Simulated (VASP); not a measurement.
Input of a VASP 6.6.1 run:

File POSCAR:

```
KCl
1.0
    3.8391960000      0.0000000000      0.0000000000
    0.0000000000      3.8391960000      0.0000000000
    0.0000000000      0.0000000000      3.8391960000
K Cl
1 1
Direct
    0.0000000000      0.0000000000      0.0000000000
    0.5000000000      0.5000000000      0.5000000000
```

Contents of INCAR.step1:

```
PREC     = Accurate       # precision mode
ENCUT    = 520            # plane-wave cutoff, eV
ISMEAR   = 0              # smearing method
SIGMA    = 0.01           # smearing width, eV
LREAL    = F              # projectors in reciprocal space
LASPH    = T              # aspherical terms in the spheres
NELM     = 60             # most SCF steps
NBANDS   = 15             # bands
GGA      = PE             # functional
ALGO     = Normal         # electronic algorithm
EDIFF    = 1E-4           # SCF threshold, eV
LWAVE    = T              # write WAVECAR
LCHARG   = F              # write CHGCAR
```

File INCAR.step2:

```
PREC     = Accurate       # precision mode
ENCUT    = 520            # plane-wave cutoff, eV
EDIFF    = 1E-6           # SCF threshold, eV
ISMEAR   = 0              # smearing method
SIGMA    = 0.01           # smearing width, eV
LREAL    = F              # projectors in reciprocal space
LASPH    = T              # aspherical terms in the spheres
NELM     = 60             # most SCF steps
ALGO     = Normal         # electronic algorithm
ISIF     = 2              # what is computed and relaxed
LWAVE    = F              # write WAVECAR
LCHARG   = T              # write CHGCAR
METAGGA  = R2SCAN         # meta-GGA
LMIXTAU  = T            
LELF     = T              # ELF
LVHAR    = T            
NBANDS   = 15             # bands
ISTART   = 1
```

Contents of KPOINTS:

```
Automatic mesh
0
Gamma
  5 5 5
```

Potentials or basis: VASP PAW PBE potentials, release 64 (K_sv, Cl).

Launch:

```bash
$ cat potpaw_PBE.64/K_sv/POTCAR potpaw_PBE.64/Cl/POTCAR > POTCAR
$ cp INCAR.step1 INCAR
$ mpirun -np 1 vasp_std > vasp.out
$ cp INCAR.step2 INCAR
$ mpirun -np 1 vasp_std > vasp.out
```

Q: Predict the pressure.

A: -1.1 GPa.

Q: Predict the band gap on the k mesh.

A: 5.60 eV, indirect (least direct gap 5.76 eV).

Caveat: the PAW data sets were made with another functional, which shifts forces and pressure a little. A k mesh can miss the band edges.
